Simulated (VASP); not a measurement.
The system is Si2Sb2Se.

```
Si Sb Se
1.0
     4.83249    0.00000    0.00000
    -2.41624    4.18506    0.00000
     0.00000    0.00000    6.69693
Si Sb Se
2 2 1
Direct
  0.33333 0.66667 0.50000
  0.66667 0.33333 0.50000
  0.33333 0.66667 0.00000
  0.66667 0.33333 0.00000
  0.00000 0.00000 0.00000
```

The cell was generated, and may not be a known phase.

```yaml
Program: VASP 6.6.1
Task: relaxation of cell and atoms
Functional: PBE
Potentials_or_basis: VASP PAW PBE potentials, release 64 (Si, Sb, Se)
Cutoff: 600 eV
k_mesh: 6 × 6 × 4
Occupations: gaussian, width 0.1 eV
Spin: no spin polarisation
```

At the start: pressure 3.6 GPa; volume 27.09 Å³/atom.

Question: Where does the relaxation end?

Answer: Over 7 steps the energy falls by 326.7 meV/atom and the volume is 25.54 Å³/atom (-5.7 %); space group P6/mmm (No. 191, to 0.1 Å) before and after.

Step by step:
```
step  energy change (eV)  largest force (eV/Å)  pressure (GPa)  volume (Å³)
   1              0.0000                0.0000            3.58       135.44
   2             -1.0050                0.0000           -4.54       146.40
   3             -1.0692                0.0000           -5.83       149.59
   4             -1.3776                0.0000           -0.79       131.34
   5             -1.4849                0.0000           -3.19       136.64
   6             -1.6295                0.0000            0.58       126.38
   7             -1.6336                0.0000           -0.05       127.70
```

Final structure:
```
Si Sb Se
1.0
     5.18689    0.00000    0.00000
    -2.59345    4.49198    0.00000
     0.00000    0.00000    5.48064
Si Sb Se
2 2 1
Cartesian
  0.0000 2.9947 2.7403
  2.5934 1.4973 2.7403
  0.0000 2.9947 0.0000
  2.5934 1.4973 0.0000
  0.0000 0.0000 0.0000
```

Caveat: a cell axis changed by over 15 % at a fixed basis, so the end point is rough.
